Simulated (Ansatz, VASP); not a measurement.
**Two plane-wave programs on Pb**

Contents of INCAR:

```
SYSTEM = Pb
PREC = Accurate
ENCUT = 520
EDIFF = 1E-6
ISMEAR = 0
SIGMA = 0.15
LREAL = .FALSE.
LASPH = .TRUE.
NELM = 80
ALGO = Fast
ISIF = 2
LWAVE = .FALSE.
LCHARG = .FALSE.
GGA = PE
NBANDS = 13
```

File KPOINTS:

```
regular mesh
0
G
  16 16 16
  0 0 0
```

The input POSCAR:

```
Pb
1.0
    0.0000000000      2.3401355000      2.4698000000
    2.5994645000      0.0000000000      2.4698000000
    2.5994645000      2.3401355000      0.0000000000
Pb
1
Direct
    0.0000000000      0.0000000000      0.0000000000
```

Input for Ansatz:

```yaml
crystal:
  lattice:
    - [0.0, 2.3401355, 2.4698]
    - [2.5994645, 0.0, 2.4698]
    - [2.5994645, 2.3401355, 0.0]
  atoms:
    - { symbol: Pb, position: [0.0, 0.0, 0.0] }
basis:
  ecutwfc: 420
kpoints:
  mp_grid: { grid: [16, 16, 16] }
hamiltonian:
  xc: pbe
scf:
  occupations: { method: gaussian, width: 0.15 }
output:
  forces: true
  stress: true
  eigenvalues: true
```

Change from the starting cell: strain +0.0525 x Voigt [1, -1, 0, 0, 0, 0], atoms carried along.

Alike in both runs: task single point; functional PBE; k mesh 16 × 16 × 16; occupations gaussian, width 0.15 eV; no spin polarisation.

|  | VASP | Ansatz |
| --- | --- | --- |
| version | VASP 6.6.1 | Ansatz 0.2.0 |
| potentials or method | VASP PAW PBE potentials, release 64 (Pb_d), cutoff 520 eV | scalar-relativistic, plane waves, PAW |
| valence electrons in the cell | 14 | 14 |

Ansatz gave:

```
gap on the k mesh at the Fermi level (eV)                     : none
pressure (GPa)                                                : 2.9
traceless stress, the component that is largest in VASP (GPa) : 0.75
```

Question: What did VASP give for the same quantities?

Answer: gap on the k mesh at the Fermi level (eV): none; pressure (GPa): 2.9; traceless stress, the component that is largest in VASP (GPa): 0.76.

A gap of «none» marks a metal or a gap that the smearing closes. With one functional, cell and mesh, what is left measures potentials, basis and numerics.

Neither program's run includes spin-orbit coupling.
